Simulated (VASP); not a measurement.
## ZrSi2: single point with r2SCAN

Crystal: ZrSi2.

```
Zr Si
1.0
     4.00021    0.00000    0.00000
    -2.00010    3.46428    0.00000
     0.00000    0.00000    3.58617
Zr Si
1 2
Direct
  0.00000 0.00000 0.00000
  0.33333 0.66667 0.50000
  0.66667 0.33333 0.50000
```

```json
{
  "Program": "VASP 6.6.1",
  "Task": "single point",
  "Functional": "r2SCAN",
  "Potentials or basis": "VASP PAW PBE potentials, release 64 (Zr_sv, Si)",
  "Cutoff": "520 eV",
  "k mesh": "12 × 12 × 14",
  "Occupations": "gaussian, width 0.1 eV",
  "Spin": "no spin polarisation"
}
```

- Pressure: 0.0 GPa
- Band gap on the k mesh: zero (band 10 reaches 11.65 eV, above the bottom of band 11 at 9.43 eV)

Stress tensor (GPa, compression positive):
```
-0.11  0.00  0.00
 0.00 -0.11  0.00
 0.00  0.00  0.07
```

Levels at points of the mesh, in eV from the Fermi level:
```
           k point  band 8  band 9  band 10  band 11  band 12  band 13
(0.00, 0.00, 0.00)   -2.48   -1.97    -1.45     0.52     0.52     1.26
(0.50, 0.00, 0.00)   -3.87   -2.75     0.51     1.19     1.50     1.71
(0.00, 0.00, 0.50)   -2.96   -2.63    -2.63    -0.83    -0.83     0.65
(0.50, 0.00, 0.50)   -4.67   -4.50    -0.48     1.90     2.46     3.28
```

Run time: 6.1 min on 1 thread of Intel(R) Xeon(R) Platinum 8559C (Emerald Rapids) (shared host), peak memory 0.25 GiB.

Caveat: the PAW data sets were made with another functional, which shifts forces and pressure a little.
